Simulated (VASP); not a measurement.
Wanted: the native input for a VASP 6.6.1 run.

- Task: single point
- Functional: PBEsol
- Potentials or basis: VASP PAW PBE potentials, release 64 (W_sv, S)
- Cutoff: 520 eV
- k mesh: 12 × 12 × 2
- Occupations: gaussian, width 0.02 eV
- Spin: no spin polarisation
- Dipole correction: no
- Further INCAR settings: ALGO = Normal; EDIFF = 1e-06; NBANDS = 35

The structure of WS2 lies in POSCAR:

```
WS2
1.0
    3.1460836903      0.0000000000      0.0000000000
   -1.5730418452      2.7245883983      0.0000000000
    0.0000000000      0.0000000000     13.4668824819
W S
2 4
Direct
    0.3333333333      0.6666666667      0.2500000000
    0.6666666667      0.3333333333      0.7500000000
    0.3333333333      0.6666666667      0.6335737164
    0.6666666667      0.3333333333      0.1335737164
    0.3333333333      0.6666666667      0.8664262836
    0.6666666667      0.3333333333      0.3664262836
```

This cell differs from its parent crystal: strain along c alone, the other axes held: +6.0 %, then relaxed in part.

These files were run (other wordings do the same):

INCAR

```
ALGO     = Normal         # electronic algorithm
EDIFF    = 1E-6           # SCF threshold, eV
ENCUT    = 520            # plane-wave cutoff, eV
GGA      = PS             # functional
ISIF     = 2              # what is computed and relaxed
ISMEAR   = 0              # smearing method
LASPH    = T              # aspherical terms in the spheres
LCHARG   = T              # write CHGCAR
LELF     = T              # ELF
LREAL    = F              # projectors in reciprocal space
LVHAR    = T            
LWAVE    = F              # write WAVECAR
NBANDS   = 35             # bands
NELM     = 100            # most SCF steps
PREC     = Accurate       # precision mode
SIGMA    = 0.02           # smearing width, eV
```

KPOINTS

```
k-points
0
Gamma
  12 12 2
```

Potentials or basis: VASP PAW PBE potentials, release 64 (W_sv, S).

The run is started by

```bash
$ cat potpaw_PBE.64/W_sv/POTCAR potpaw_PBE.64/S/POTCAR > POTCAR
$ mpirun -np 1 vasp_std > vasp.out
```

Results of the run:

The pressure is -0.1 GPa, the largest force is 0.024 eV/Å and the band gap on the k mesh is 1.40 eV, indirect (least direct gap 1.90 eV).

Caveat: the cell differs from its parent crystal (strain along c alone, the other axes held: +6.0 %, then relaxed in part); the PAW data sets were made with another functional, which shifts forces and pressure a little; spin-orbit coupling is left out, which moves the levels of the heavy elements; this functional lacks dispersion, which binds the layers, so the pressure and a relaxed spacing across them are unreliable.

It took 76 s on 1 thread of Intel(R) Xeon(R) 6975P-C (Granite Rapids), with other jobs on the host, peak memory 0.29 GiB.
